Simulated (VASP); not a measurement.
Runs of VASP 6.6.1 on RbBr. The structure is that of space group P6_3/mmc (No. 194), or close to it. The cells are those of the table. 

| level | cell | gap on the mesh (eV) | pressure (GPa) |
| --- | --- | --- | --- |
| r2SCAN | a = 5.831, b = 5.831, c = 6.801 Å, angles 90.0, 90.0, 120.0°, 4 atoms | 4.68 | 0.4 |
| PBE | a = 6.048, b = 6.048, c = 7.093 Å, angles 90.0, 90.0, 120.0°, 4 atoms | 3.94 | -0.4 |
| r2SCAN | a = 5.770, b = 5.770, c = 6.730 Å, angles 90.0, 90.0, 120.0°, 4 atoms | 4.72 | 0.8 |
| PBE | a = 5.931, b = 5.931, c = 6.957 Å, angles 90.0, 90.0, 120.0°, 4 atoms | (a) | 0.0 |
| r2SCAN | a = 5.890, b = 5.890, c = 6.870 Å, angles 90.0, 90.0, 120.0°, 4 atoms | 4.65 | 0.0 |
| PBE | a = 5.890, b = 5.890, c = 6.870 Å, angles 90.0, 90.0, 120.0°, 4 atoms | (b) | 0.3 |
| PBE | a = 5.810, b = 5.810, c = 6.815 Å, angles 90.0, 90.0, 120.0°, 4 atoms | 4.12 | 0.7 |
| r2SCAN | a = 5.948, b = 5.948, c = 6.938 Å, angles 90.0, 90.0, 120.0°, 4 atoms | 4.62 | -0.3 |
| PBE | a = 5.990, b = 5.990, c = 7.026 Å, angles 90.0, 90.0, 120.0°, 4 atoms | 3.98 | -0.2 |
| PBE | a = 5.872, b = 5.872, c = 6.887 Å, angles 90.0, 90.0, 120.0°, 4 atoms | 4.07 | 0.4 |
| r2SCAN | a = 6.006, b = 6.006, c = 7.005 Å, angles 90.0, 90.0, 120.0°, 4 atoms | (c) | -0.5 |

Alike in all rows: task single point; potentials or basis VASP PAW PBE potentials, release 64 (Rb_sv, Br); no spin polarisation; k mesh 6 × 6 × 4; cutoff (eV) 520; smearing gaussian 0.01 eV.

Question: Fill in the values left out.

Answer: (a) 4.03; (b) 4.06; (c) 4.58.

Caveats: the PAW data sets were made with another functional, which shifts forces and pressure a little (some runs).

A k mesh can miss the band edges, and the runs leave out spin-orbit coupling on Br, Rb.
